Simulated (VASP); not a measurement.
## InCu3O3: single point with PBE

Crystal: InCu3O3.

```
CELL_PARAMETERS angstrom
3.03839 1.75422 4.93071
-3.03839 1.75422 4.93071
0.00000 -3.50843 4.93071
ATOMIC_POSITIONS crystal
In 0.50000 0.50000 0.50000
In 0.00000 0.00000 0.00000
Cu 0.50000 0.00000 0.00000
Cu 0.50000 0.50000 0.00000
Cu 0.00000 0.00000 0.50000
Cu 0.50000 0.00000 0.50000
Cu 0.00000 0.50000 0.50000
Cu 0.00000 0.50000 0.00000
O 0.32174 0.75000 0.17826
O 0.67826 0.25000 0.82174
O 0.75000 0.17826 0.32174
O 0.25000 0.82174 0.67826
O 0.82174 0.67826 0.25000
O 0.17826 0.32174 0.75000
```

This cell differs from its parent crystal: volume scaled by 0.88, then relaxed in part.

```
Program             : VASP 6.6.1
Task                : single point
Functional          : PBE
Potentials or basis : VASP PAW PBE potentials, release 64 (In_d, Cu, O)
Cutoff              : 520 eV
k mesh              : 6 × 6 × 6
Occupations         : gaussian, width 0.1 eV
Spin                : no spin polarisation
```

| Property | Result |
| --- | --- |
| Pressure | 17.8 GPa |
| Largest force | 0.096 eV/Å |
| Band gap on the k mesh | 0.13 eV, indirect (the least direct gap lies 3.4 meV higher) |

Forces in eV/Å, atoms in the order of the input:
```
In   0.000  0.000  0.000
In   0.000  0.000  0.000
Cu   0.000  0.000  0.000
Cu   0.000  0.000  0.000
Cu   0.000  0.000  0.000
Cu   0.000  0.000  0.000
Cu   0.000  0.000  0.000
Cu   0.000  0.000  0.000
O   -0.048 -0.083  0.000
O    0.048  0.083  0.000
O   -0.048  0.083  0.000
O    0.048 -0.083  0.000
O   -0.096  0.000  0.000
O    0.096  0.000  0.000
```

Stress tensor (GPa, compression positive):
```
17.73  0.00  0.00
 0.00 17.73  0.00
 0.00  0.00 18.06
```

Levels at points of the mesh, in eV from the valence-band top:
| k point | band 60 | band 61 | band 62 | band 63 | band 64 | band 65 | band 66 | band 67 | band 68 | band 69 |
| --- | --- | --- | --- | --- | --- | --- | --- | --- | --- | --- |
| (0.00, 0.00, 0.00) | -1.16 | -1.12 | -1.12 | -0.08 | -0.03 | 0.16 | 0.16 | 2.25 | 3.04 | 3.64 |
| (0.50, 0.00, 0.00) | -1.25 | -0.85 | -0.85 | -0.74 | -0.74 | 1.46 | 1.46 | 2.34 | 2.34 | 3.82 |
| (0.50, 0.50, 0.00) | -1.41 | -1.06 | -1.04 | -0.75 | -0.60 | 1.51 | 2.39 | 2.67 | 3.53 | 3.58 |
| (0.50, 0.50, 0.50) | -1.31 | -0.84 | -0.84 | -0.84 | -0.84 | 1.52 | 1.52 | 2.84 | 2.84 | 4.13 |

Wall time 17 min on 1 thread of AMD EPYC 7R43 64-Core Processor (Zen 3) (shared host), peak memory 0.46 GiB.

Caveat: spin-orbit coupling is left out, which moves the levels of the heavy elements. A k mesh can miss the band edges.
